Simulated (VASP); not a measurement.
# SiPdRu5 (P4/mmm) in VASP: single point with r2SCAN

Aim: the single point of SiPdRu5 with r2SCAN.

Program: VASP 6.6.1. These are calculated values, not measurements. Logs are shortened: lines on timing, memory, paths and dates and some standing lists are left out, and cuts for length are marked.

**1. The cell of the first run**

The structure is tetragonal, space group P4/mmm (No. 123). The conventional cell has a = 3.945 Å, b = 3.945 Å, c = 6.499 Å, α = 90.00°, β = 90.00°, γ = 90.00°. Si (site symmetry 4/mmm) has 10 Ru at 2.41 to 3.25 Å within 3.3 Å. Ru (site symmetry 4/mmm) has 8 Ru at 2.71 Å and 4 Pd at 2.79 Å and 2 Si at 3.25 Å within 3.6 Å. Ru (site symmetry 2mm) has 2 Si at 2.41 Å and 7 Ru at 2.71 to 2.79 Å and 2 Pd at 2.71 Å within 3.2 Å. Within 3.6 Å of Pd (site symmetry 4/mmm) lie 12 Ru at 2.71 to 2.79 Å.

**2. Single point, r2SCAN**

Input file POSCAR:

```
SiPdRu5
1.0
    3.9447136851      0.0000000000      0.0000000000
    0.0000000000      3.9447136851      0.0000000000
    0.0000000000      0.0000000000      6.4985391181
Si Ru Pd
1 5 1
Direct
    0.0000000000      0.0000000000      0.5000000000
    0.0000000000      0.0000000000      0.0000000000
    0.5000000000      0.0000000000      0.7142525574
    0.0000000000      0.5000000000      0.7142525574
    0.5000000000      0.0000000000      0.2857474426
    0.0000000000      0.5000000000      0.2857474426
    0.5000000000      0.5000000000      0.0000000000
```

Input file INCAR.step1:

```
  PREC = Accurate
  ENCUT = 520
  ISMEAR = 0
  SIGMA = 0.1
  LREAL = F
  LASPH = T
  NELM = 60
  NBANDS = 51
  GGA = PE
  ALGO = Normal
  EDIFF = 1E-4
  LWAVE = T
  LCHARG = F
```

Input file INCAR.step2:

```
  PREC = Accurate
  ENCUT = 520
  EDIFF = 1E-6
  ISMEAR = 0
  SIGMA = 0.1
  LREAL = F
  LASPH = T
  NELM = 60
  ALGO = Normal
  ISIF = 2
  LWAVE = F
  LCHARG = F
  METAGGA = R2SCAN
  LMIXTAU = T
  NBANDS = 51
  ISTART = 1
```

Input file KPOINTS:

```
Automatic mesh
0
Gamma
  8 8 6
```

Potentials or basis: VASP PAW PBE potentials, release 64 (Si, Ru_pv, Pd).

The run is started by

```sh
> cat potpaw_PBE.64/Si/POTCAR potpaw_PBE.64/Ru_pv/POTCAR potpaw_PBE.64/Pd/POTCAR > POTCAR
> cp INCAR.step1 INCAR
> mpirun -np 1 vasp_std > vasp.out
> cp INCAR.step2 INCAR
> mpirun -np 1 vasp_std > vasp.out
```

OUTCAR:

```text
PREC = Accurate
   ENCUT = 520
   EDIFF = 1E-6
   ISMEAR = 0
   LREAL = F
   LASPH = T
   NELM = 60
   ISIF = 2
   METAGGA = R2SCAN
   ISTART = 1

 ion  position               nearest neighbor table
   1  0.000  0.000  0.500-   3 2.41   4 2.41   5 2.41   6 2.41   4 2.41   6 2.41   3 2.41   5 2.41
                             2 3.25   2 3.25
   2  0.000  0.000  0.000-   3 2.71   4 2.71   5 2.71   6 2.71   4 2.71   6 2.71   3 2.71   5 2.71
                             7 2.79   7 2.79   7 2.79   7 2.79   1 3.25   1 3.25
   3  0.500  0.000  0.714-   1 2.41   1 2.41   7 2.71   7 2.71   2 2.71   2 2.71   5 2.78   4 2.79
                             4 2.79   4 2.79   4 2.79
   4  0.000  0.500  0.714-   1 2.41   1 2.41   7 2.71   2 2.71   2 2.71   7 2.71   6 2.78   3 2.79
                             3 2.79   3 2.79   3 2.79
   5  0.500  0.000  0.286-   1 2.41   1 2.41   7 2.71   7 2.71   2 2.71   2 2.71   3 2.78   6 2.79
                             6 2.79   6 2.79   6 2.79
   6  0.000  0.500  0.286-   1 2.41   1 2.41   7 2.71   2 2.71   2 2.71   7 2.71   4 2.78   5 2.79
                             5 2.79   5 2.79   5 2.79
   7  0.500  0.500  0.000-   3 2.71   4 2.71   5 2.71   6 2.71   3 2.71   5 2.71   4 2.71   6 2.71
                             2 2.79   2 2.79   2 2.79   2 2.79

  LATTYP: Found a simple tetragonal cell.
 ALAT       =     3.9447136851
 C/A-ratio  =     1.6474045107

  Lattice vectors:

 A1 = (   3.9447136851,   0.0000000000,   0.0000000000)
 A2 = (   0.0000000000,   3.9447136851,   0.0000000000)
 A3 = (   0.0000000000,   0.0000000000,   6.4985391181)

Analysis of symmetry for initial positions (statically):
=====================================================================
 Subroutine PRICEL returns:
 Original cell was already a primitive cell.

 Routine SETGRP: Setting up the symmetry group for a
 simple tetragonal supercell.

 Subroutine GETGRP returns: Found 16 space group operations
 (whereof 16 operations were pure point group operations)
 out of a pool of 16 trial point group operations.

The static configuration has the point symmetry D_4h.

Analysis of symmetry for dynamics (positions and initial velocities):
=====================================================================
 Subroutine PRICEL returns:
 Original cell was already a primitive cell.

 Routine SETGRP: Setting up the symmetry group for a
 simple tetragonal supercell.

 Subroutine GETGRP returns: Found 16 space group operations
 (whereof 16 operations were pure point group operations)
 out of a pool of 16 trial point group operations.

The dynamic configuration has the point symmetry D_4h.

 Subroutine INISYM returns: Found 16 space group operations
 (whereof 16 operations are pure point group operations),
 and found     1 'primitive' translations

----------------------------------------------------------------------------------------

                                     Primitive cell

  volume of cell :     101.1222

  direct lattice vectors                    reciprocal lattice vectors
     3.944713685  0.000000000  0.000000000     0.253503823  0.000000000  0.000000000
     0.000000000  3.944713685  0.000000000     0.000000000  0.253503823  0.000000000
     0.000000000  0.000000000  6.498539118     0.000000000  0.000000000  0.153880739

  length of vectors
     3.944713685  3.944713685  6.498539118     0.253503823  0.253503823  0.153880739

  position of ions in fractional coordinates (direct lattice)
     0.000000000  0.000000000  0.500000000
     0.000000000  0.000000000  0.000000000
     0.500000000  0.000000000  0.714252557
     0.000000000  0.500000000  0.714252557
     0.500000000  0.000000000  0.285747443
     0.000000000  0.500000000  0.285747443
     0.500000000  0.500000000  0.000000000

  ion indices of the primitive-cell ions
   primitive index   ion index
                 1           1
                 2           2
                 3           3
                 4           4
                 5           5
                 6           6
                 7           7

----------------------------------------------------------------------------------------

 KPOINTS: Automatic mesh

Automatic generation of k-mesh.
 Grid dimensions read from file:
 generate k-points for:    8    8    6

 Generating k-lattice:

  Cartesian coordinates                     Fractional coordinates (reciprocal lattice)
     0.031687978  0.000000000  0.000000000     0.125000000  0.000000000  0.000000000
     0.000000000  0.031687978  0.000000000     0.000000000  0.125000000  0.000000000
     0.000000000  0.000000000  0.025646790     0.000000000  0.000000000  0.166666667

  Length of vectors
     0.031687978  0.031687978  0.025646790

  Shift w.r.t. Gamma in fractional coordinates (k-lattice)
     0.000000000  0.000000000  0.000000000

 Subroutine IBZKPT returns following result:
 ===========================================

 Found     60 irreducible k-points:

 Following reciprocal coordinates:
            Coordinates               Weight
  0.000000  0.000000  0.000000      1.000000
  0.125000  0.000000  0.000000      4.000000
  0.250000  0.000000  0.000000      4.000000
  0.375000  0.000000  0.000000      4.000000
  0.500000  0.000000  0.000000      2.000000
  0.125000  0.125000  0.000000      4.000000
[... 16 lines left out ...]
  0.375000  0.125000  0.166667     16.000000
  0.500000  0.125000  0.166667      8.000000
 [... further k-points ...]
   k-points           NKPTS =     60   k-points in BZ     NKDIM =     60   number of bands    NBANDS=     51
   number of dos      NEDOS =    301   number of ions     NIONS =      7
   total plane-waves  NPLWV =  43200
   dimension x,y,z NGX =    30 NGY =   30 NGZ =   48
   dimension x,y,z NGXF=    60 NGYF=   60 NGZF=   96
   ions per type =               1   5   1
   NGX,Y,Z   is equivalent  to a cutoff of  12.64, 12.64, 12.28 a.u.
   NGXF,Y,Z  is equivalent  to a cutoff of  25.29, 25.29, 24.56 a.u.
 SYSTEM =  unknown system
   PREC   = accura    normal or accurate (medium, high low for compatibility)
   ISTART =      1    job   : 0-new  1-cont  2-samecut
   ICHARG =      0    charge: 1-file 2-atom 10-const
   ISPIN  =      1    spin polarized calculation?
   LNONCOLLINEAR =      F non collinear calculations
   LSORBIT =      F    spin-orbit coupling
   LASPH  =      T    aspherical Exc in radial PAW
   ENCUT  =  520.0 eV  38.22 Ry    6.18 a.u.   7.33  7.33 12.08*2*pi/ulx,y,z
   NELM   =     60;   NELMIN=  2; NELMDL=  0     # of ELM steps
   EDIFF  = 0.1E-05   stopping-criterion for ELM
   LREAL  =      F    real-space projection
   EDIFFG = 0.1E-04   stopping-criterion for IOM
   NSW    =      0    number of steps for IOM
   IBRION =     -1    ionic relax: 0-MD 1-quasi-New 2-CG
   NFREE  =      0    steps in history (QN), initial steepest desc. (CG)
   ISIF   =      2    stress and relaxation
   ISYM   =      2    0-nonsym 1-usesym 2-fastsym
   POTIM  = 0.5000    time-step for ionic-motion
   TEBEG  =    0.0;   TEEND  =   0.0 temperature during run
   PSTRESS=    0.0 pullay stress
   NELECT =      84.0000    total number of electrons
   NUPDOWN=      -1.0000    fix difference up-down
   EMIN   =  10.00;   EMAX   =-10.00  energy-range for DOS
   EFERMI =   0.00;   METHOD = LEGACY
   ISMEAR =     0;   SIGMA  =   0.10  broadening in eV -4-tet -1-fermi 0-gaus
   EFERMI_NEDOS =   21; number of points for ismear=-14 and -15
   IALGO  =     38    algorithm
   IMIX   =      4    mixing-type and parameters
     AMIX     =   0.40;   BMIX     =  1.00
     AMIX_MAG =   1.60;   BMIX_MAG =  1.00
  volume/ion in A,a.u.               =      14.45        97.49
  Fermi-wavevector in a.u.,A,eV,Ry     =   1.538931  2.908157 32.222776  2.368307
  Thomas-Fermi vector in A             =   2.645230
   LORBIT       =      0    0 simple, 1 ext, 2 COOP (PROOUT), +10 PAW based schemes
   METAGGA = R2SCAN    functional components
   LHFCALC =     F    Hartree Fock is set to
   AEXX    =    0.0000 exact exchange contribution
   IVDW    =     0    specifies the selected vdW correction
   LEPSILON=     F    determine dielectric tensor
   LRPA    =     F    only Hartree local field effects (RPA)
 non-spin polarized calculation
 Gauss-broadening in eV      SIGMA  =   0.10
  energy-cutoff  :      520.00
  volume of cell :      101.12
 maximum number of plane-waves:      2768
 NGX is ok and might be reduce to    30
   NGX = 15   NGY = 15   NGZ = 25

 number of electron      83.9999951 magnetization

 Free energy of the ion-electron system (eV)
  ---------------------------------------------------
  ext. energy  EPLUGINS =         0.00000000
  ---------------------------------------------------
  free energy    TOTEN  =      -157.61908501 eV

  energy without entropy =     -157.56939672  energy(sigma->0) =     -157.59424086

 E-fermi :  11.0238     XC(G=0): -14.3145

 val. band max:       11.0227228500   @ k =   0.3750   0.3750   0.3333
 cond. band min:      11.0284935252   @ k =   0.5000   0.5000   0.5000
 fundamental gap:      0.0057706752
 Fermi energy:        11.0237684336

 k-point     1 :       0.0000    0.0000    0.0000
  band No.  band energies     occupation
      1     -33.3363      2.00000
      2     -33.3363      2.00000
      3     -33.2484      2.00000
      4     -33.2053      2.00000
      5     -33.1388      2.00000
      6     -33.1388      2.00000
[... 43 lines left out ...]
     50      13.0005      0.00000
     51      17.1577      0.00000

 k-point     2 :       0.1250    0.0000    0.0000
  band No.  band energies     occupation
      1     -33.3402      2.00000
      2     -33.3294      2.00000
      3     -33.2626      2.00000
      4     -33.1947      2.00000
      5     -33.1257      2.00000
      6     -33.1152      2.00000
[... 43 lines left out ...]
     50      13.9095      0.00000
     51      17.5307      0.00000

 k-point     3 :       0.2500    0.0000    0.0000
  band No.  band energies     occupation
      1     -33.3512      2.00000
      2     -33.3126      2.00000
      3     -33.2830      2.00000
      4     -33.1661      2.00000
      5     -33.1238      2.00000
      6     -33.0891      2.00000
[... 1123 lines left out ...]
     50      14.3428      0.00000
     51      15.5852      0.00000

 k-point    24 :       0.5000    0.1250    0.1667
  band No.  band energies     occupation
      1     -33.3544      2.00000
      2     -33.3419      2.00000
      3     -33.3078      2.00000
      4     -33.1371      2.00000
      5     -33.0645      2.00000
      6     -33.0283      2.00000
[... 43 lines left out ...]
     50      14.6261      0.00000
     51      15.5538      0.00000

 [... further k-points ...]
[... 5 lines left out ...]
  --------------------------------------------------------------------------------------
  -------------------------------------------------------------------------------------
  Total       -2.7855257     -2.7855257     -3.1458391      0.0000000     -0.0000000      0.0000000
  in kB      -44.1337720    -44.1337720    -49.8425645      0.0000000     -0.0000000      0.0000000
  external PRESSURE =     -46.0367028 kB  Pullay stress =       0.0000000 kB

 VOLUME and BASIS-vectors are now :
 -----------------------------------------------------------------------------
  energy-cutoff  :      520.00
  volume of cell :      101.12
      direct lattice vectors                 reciprocal lattice vectors
     3.944713685  0.000000000  0.000000000     0.253503823  0.000000000  0.000000000
     0.000000000  3.944713685  0.000000000     0.000000000  0.253503823  0.000000000
     0.000000000  0.000000000  6.498539118     0.000000000  0.000000000  0.153880739

 POSITION                                       TOTAL-FORCE (eV/Angst)
 -----------------------------------------------------------------------------------
      0.00000      0.00000      3.24927         0.000000      0.000000      0.000000
      0.00000      0.00000      0.00000         0.000000      0.000000      0.000000
      1.97236      0.00000      4.64160        -0.000000      0.000000      0.039979
      0.00000      1.97236      4.64160         0.000000     -0.000000      0.039979
      1.97236      0.00000      1.85694         0.000000      0.000000     -0.039979
      0.00000      1.97236      1.85694        -0.000000     -0.000000     -0.039979
      1.97236      1.97236      0.00000         0.000000      0.000000      0.000000
 -----------------------------------------------------------------------------------
    total drift:                                0.000000      0.000000      0.000000

  FREE ENERGIE OF THE ION-ELECTRON SYSTEM (eV)
  ---------------------------------------------------
  free  energy   TOTEN  =      -157.6190850065 eV

  energy  without entropy=     -157.5693967194  energy(sigma->0) =     -157.59424086
```

Run time: 8.8 min. Hardware: 1 thread of Intel Xeon 6975P-C (Granite Rapids), shared host; peak memory 0.38 GiB.

Results:

* Free energy: -157.6191 eV
* Pressure: -4.6 GPa
* Largest force: 0.040 eV/Å
* Band gap on the k mesh: zero (bands 42 and 43 overlap by 1.06 eV)

Forces in eV/Å, atoms in the order of the input:
```
Si   0.000  0.000  0.000
Ru   0.000  0.000  0.000
Ru   0.000  0.000  0.040
Ru   0.000  0.000  0.040
Ru   0.000  0.000 -0.040
Ru   0.000  0.000 -0.040
Pd   0.000  0.000  0.000
```

Levels at points of the mesh, in eV from the Fermi level:
```tsv
k point	band 39	band 40	band 41	band 42	band 43	band 44	band 45	band 46
(0.00, 0.00, 0.00)	0.26	0.47	0.51	0.51	0.66	0.80	0.91	0.91
(0.50, 0.00, 0.00)	-1.42	-1.30	-1.22	-0.47	-0.39	-0.31	-0.27	0.58
(0.50, 0.50, 0.00)	-0.15	0.15	0.18	0.20	0.20	0.27	0.48	0.48
(0.00, 0.00, 0.50)	-0.09	-0.09	0.06	0.35	0.48	0.75	1.24	1.66
(0.50, 0.00, 0.50)	-1.09	-0.87	-0.85	-0.46	-0.19	-0.06	0.05	0.33
(0.50, 0.50, 0.50)	-1.29	-1.29	-0.48	-0.05	-0.05	0.00	0.31	0.88
```

Caveat: the cell stands under tension; the PAW data sets were made with another functional, which shifts forces and pressure a little.
